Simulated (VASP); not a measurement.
A run of VASP 6.6.1 is set up as follows.

The input INCAR:

```
SYSTEM = Se
ALGO     = Normal         ! electronic algorithm
EDIFF    = 1E-6           ! SCF threshold, eV
ENCUT    = 520            ! plane-wave cutoff, eV
GGA      = PS             ! functional
ISIF     = 2              ! what is computed and relaxed
ISMEAR   = -1             ! smearing method
LASPH    = .TRUE.         ! aspherical terms in the spheres
LCHARG   = .TRUE.         ! write CHGCAR
LELF     = .TRUE.         ! ELF
LREAL    = .FALSE.        ! projectors in reciprocal space
LVHAR    = .TRUE.       
LWAVE    = .FALSE.        ! write WAVECAR
NBANDS   = 20             ! bands
NELM     = 60             ! most SCF steps
PREC     = Accurate       ! precision mode
SIGMA    = 0.1            ! smearing width, eV
```

File KPOINTS:

```
k-points
0
G
  12 12 3
  0 0 0
```

File POSCAR:

```
Se
1.0
    3.6968602185      0.0000000000      0.0000000000
   -1.8484301093      3.2015748635      0.0000000000
    0.0000000000      0.0000000000      7.2501044030
Se
4
Direct
    1.0000000000      0.0000000000      0.0000000000
    1.0000000000      0.0000000000      0.5000000000
    0.3333333333      0.6666666667      0.2500000000
    0.6666666667      0.3333333333      0.7500000000
```

Potentials or basis: VASP PAW PBE potentials, release 64 (Se).

The run is started by

```console
$ cat potpaw_PBE.64/Se/POTCAR > POTCAR
$ mpirun -np 1 vasp_std > vasp.out
```

(1) What does it give for the band gap on the k mesh?

(2) Predict the pressure.

## Answers

(1) zero (band 12 reaches 5.65 eV, above the bottom of band 13 at 3.31 eV).

(2) 0.1 GPa.

Caveat: the PAW data sets were made with another functional, which shifts forces and pressure a little.
